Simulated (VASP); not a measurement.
**C: single point with r2SCAN**

C, a slab with vacuum:

```
CELL_PARAMETERS angstrom
2.41602 -0.05975 0.01247
-1.25975 2.15721 -0.02947
0.04327 -0.09313 8.35422
ATOMIC_POSITIONS crystal
C 0.32746 0.65026 0.99830
C 0.65380 0.32071 0.99771
```

```json
{"Program": "VASP 6.6.1", "Task": "single point", "Functional": "r2SCAN", "Potentials or basis": "VASP PAW PBE potentials, release 64 (C)", "Cutoff": "520 eV", "k mesh": "9 × 9 × 3", "Occupations": "fermi-dirac, width 0.15 eV", "Spin": "no spin polarisation", "Dipole correction": "no", "Further INCAR settings": "ALGO = Normal; EDIFF = 1e-07; NBANDS = 11"}
```

The largest force is 0.950 eV/Å. The band gap on the k mesh is 0.54 eV, direct.

Forces on the atoms (eV/Å):
```
C   -0.711  0.622 -0.096
C    0.711 -0.622  0.096
```

Levels at points of the mesh, in eV from the valence-band top:
```csv
k point,band 1,band 2,band 3,band 4,band 5,band 6,band 7,band 8,band 9
"(0.00, 0.00, 0.00)",-20.82,-8.06,-3.41,-2.49,3.54,6.11,7.67,8.74,9.36
```

Run time: 3.9 min on 1 thread of Intel(R) Xeon(R) 6975P-C (Granite Rapids) (shared host), peak memory 0.18 GiB.

Caveat: the PAW data sets were made with another functional, which shifts forces and pressure a little.
